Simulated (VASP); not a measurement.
Write the native input for VASP 6.6.1 that does the following.

| Quantity | Value |
| --- | --- |
| Task | single point |
| Functional | PBEsol |
| Potentials or basis | VASP PAW PBE potentials, release 64 (Li_sv, F) |
| Cutoff | 520 eV |
| k mesh | 9 × 9 × 6 |
| Occupations | gaussian, width 0.05 eV |
| Spin | no spin polarisation |
| Dipole correction | no |
| Further INCAR settings | ALGO = Normal; EDIFF = 1e-06; NBANDS = 18 |

The structure of LiF lies in POSCAR:

```
LiF
1.0
    2.9385022248      0.0000000000      0.0000000000
   -1.4692511124      2.5448175758      0.0000000000
    0.0000000000      0.0000000000      4.6150315872
Li F
2 2
Direct
    0.3333333333      0.6666666667      0.3811542600
    0.6666666667      0.3333333333      0.8811542600
    0.3333333333      0.6666666667      0.9938437400
    0.6666666667      0.3333333333      0.4938437400
```

This cell differs from its parent crystal: strain -0.040 along x and y, -0.040 along z.

These files were run (other wordings do the same):

INCAR

```
PREC     = Accurate       # precision mode
ENCUT    = 520            # plane-wave cutoff, eV
EDIFF    = 1E-6           # SCF threshold, eV
ISMEAR   = 0              # smearing method
SIGMA    = 0.05           # smearing width, eV
LREAL    = F              # projectors in reciprocal space
LASPH    = T              # aspherical terms in the spheres
NELM     = 60             # most SCF steps
ALGO     = Normal         # electronic algorithm
ISIF     = 2              # what is computed and relaxed
LWAVE    = F              # write WAVECAR
LCHARG   = F              # write CHGCAR
GGA      = PS             # functional
NBANDS   = 18             # bands
```

KPOINTS

```
regular mesh
0
Gamma
  9 9 6
```

Potentials or basis: VASP PAW PBE potentials, release 64 (Li_sv, F).

Launch:

```sh
$ cat potpaw_PBE.64/Li_sv/POTCAR potpaw_PBE.64/F/POTCAR > POTCAR
$ mpirun -np 1 vasp_std > vasp.out
```

Results of the run:

* Largest force: 0.017 eV/Å
* Band gap on the k mesh: 8.42 eV, direct

Caveat: the cell differs from its parent crystal (strain -0.040 along x and y, -0.040 along z); the PAW data sets were made with another functional, which shifts forces and pressure a little.

Run time: 36 s on 1 thread of Intel Xeon 8259CL, with other jobs on the host, peak memory 0.16 GiB.
